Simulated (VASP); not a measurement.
Set up this calculation in VASP 6.6.1, as the native input.

```yaml
Task: relaxation of cell and atoms
Functional: PBE
Potentials_or_basis: VASP PAW PBE potentials, release 64 (Mg, O)
Cutoff: 600 eV
k_mesh: 10 × 10 × 10
Occupations: gaussian, width 0.02 eV
Spin: no spin polarisation
Dipole_correction: no
Further_INCAR_settings: ALGO = Normal; EDIFF = 1e-06; IBRION = 2; EDIFFG = -0.002; NSW = 100; ISIF = 3
```

The structure of MgO (nc) lies in POSCAR:

```
MgO
1.0
    0.0000000000      2.1085000000      2.1085000000
    2.1085000000      0.0000000000      2.1085000000
    2.1085000000      2.1085000000      0.0000000000
Mg O
1 1
Direct
    0.0000000000      0.0000000000      0.0000000000
    0.5000000000      0.5000000000      0.5000000000
```

These files were run (other wordings do the same):

INCAR

```
PREC     = Accurate       # precision mode
ENCUT    = 600            # plane-wave cutoff, eV
EDIFF    = 1E-6           # SCF threshold, eV
ISMEAR   = 0              # smearing method
SIGMA    = 0.02           # smearing width, eV
LREAL    = F              # projectors in reciprocal space
LASPH    = T              # aspherical terms in the spheres
NELM     = 60             # most SCF steps
ALGO     = Normal         # electronic algorithm
ISIF     = 3              # what is computed and relaxed
LWAVE    = F              # write WAVECAR
LCHARG   = F              # write CHGCAR
GGA      = PE             # functional
IBRION   = 2              # ionic algorithm
NSW      = 100            # ionic steps
EDIFFG   = -0.002         # ionic threshold
```

KPOINTS

```
Automatic mesh
0
Gamma
  10 10 10
```

Potentials or basis: VASP PAW PBE potentials, release 64 (Mg, O).

Command:

```bash
$ cat potpaw_PBE.64/Mg/POTCAR potpaw_PBE.64/O/POTCAR > POTCAR
$ mpirun -np 1 vasp_std > vasp.out
```

Results of the run:

The relaxed volume is 9.56 Å³/atom, the relaxed cell is a = 3.002 Å, b = 3.002 Å, c = 3.002 Å, α = 60.00°, β = 60.00°, γ = 60.00° and the space group after relaxing (to 0.05 Å) is Fm-3m (No. 225). The energy gained by relaxing is 1.8 meV/atom and the ionic steps are 3. The pressure after relaxing is 0.0 GPa. The band gap on the k mesh is 4.50 eV, direct.

It took 19 s on 1 thread of Intel Xeon 8259CL, on a shared host, peak memory 0.15 GiB.
